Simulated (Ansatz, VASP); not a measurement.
**InGa3As4: VASP beside Ansatz**

POSCAR

```
InGa3As4
1.0
    3.9969480754      0.0000000000      0.0000000000
    0.0000000000      8.0080459040      0.0000000000
    0.0000000000      0.0000000000      5.6614445639
Ga As In
3 4 1
Direct
    0.0000000000      0.7582199642     -0.0001614312
    0.5000000000      0.0000000000      0.4980438961
    0.0000000000      0.2417800358     -0.0001614312
    0.5000000000      0.7627617284      0.2403125225
    0.0000000000      0.0000000000      0.7413020086
    0.5000000000      0.2372382716      0.2403125225
    0.0000000000      0.5000000000      0.7799366619
    0.5000000000      0.5000000000      0.5004152507
```

File INCAR.step1:

```
SYSTEM = InGa3As4
  PREC = Accurate
  ENCUT = 520
  ISMEAR = -1
  SIGMA = 0.02
  LREAL = .False.
  LASPH = .True.
  NELM = 100
  NBANDS = 46
  GGA = PE
  ALGO = Normal
  EDIFF = 1E-4
  LWAVE = .True.
  LCHARG = .False.
```

File INCAR.step2:

```
SYSTEM = InGa3As4
  PREC = Accurate
  ENCUT = 520
  EDIFF = 1E-6
  ISMEAR = -1
  SIGMA = 0.02
  LREAL = .False.
  LASPH = .True.
  NELM = 100
  ALGO = Normal
  ISIF = 2
  LWAVE = .False.
  LCHARG = .True.
  METAGGA = R2SCAN
  LMIXTAU = .True.
  LELF = .True.
  LVHAR = .True.
  NBANDS = 46
  ISTART = 1
```

The input KPOINTS:

```
Automatic mesh
0
Gamma
  6 4 4
  0 0 0
```

Input for Ansatz:

```yaml
crystal:
  lattice:
    - [3.9969480754, 0.0, 0.0]
    - [0.0, 8.008045904, 0.0]
    - [0.0, 0.0, 5.6614445639]
  atoms:
    - { symbol: Ga, position: [0.0, 0.7582199642, -0.0001614312] }
    - { symbol: As, position: [0.5, 0.7627617284, 0.2403125225] }
    - { symbol: Ga, position: [0.5, 0.0, 0.4980438961] }
    - { symbol: As, position: [0.0, 0.0, 0.7413020086] }
    - { symbol: Ga, position: [0.0, 0.2417800358, -0.0001614312] }
    - { symbol: As, position: [0.5, 0.2372382716, 0.2403125225] }
    - { symbol: In, position: [0.5, 0.5, 0.5004152507] }
    - { symbol: As, position: [0.0, 0.5, 0.7799366619] }
kpoints:
  mp_grid: { grid: [6, 4, 4] }
hamiltonian:
  xc: r2scan
scf:
  occupations: { method: fermi_dirac, width: 0.02 }
  n_extra_bands: 6
output:
  forces: true
  stress: true
  eigenvalues: true
```

Alike in both runs: task single point; functional r2SCAN; k mesh 6 × 4 × 4; occupations fermi-dirac, width 0.02 eV; no spin polarisation.

|  | VASP | Ansatz |
| --- | --- | --- |
| version | VASP 6.6.1 | Ansatz 0.2.0 |
| potentials or method | VASP PAW PBE potentials, release 64 (Ga_d, As, In_d) | plane waves, PAW |
| plane-wave cutoff (eV) | 520 | 500 |
| valence electrons in the cell | 72 | 112 |

|  | VASP | Ansatz | Ansatz less VASP |
| --- | --- | --- | --- |
| gap on the k mesh at the Fermi level (eV) | 1.00 | 1.02 | +0.015 |
| pressure (GPa) | 4.9 | 4.8 | -0.06 |
| rms of the force components (eV/Å) | 0.031 | 0.032 | +0.0016 |

VASP's potentials were made for PBE, not for r2SCAN. VASP's potentials hold 72 valence electrons a cell and Ansatz's 112, so a difference there can come from the potentials and not from the codes.
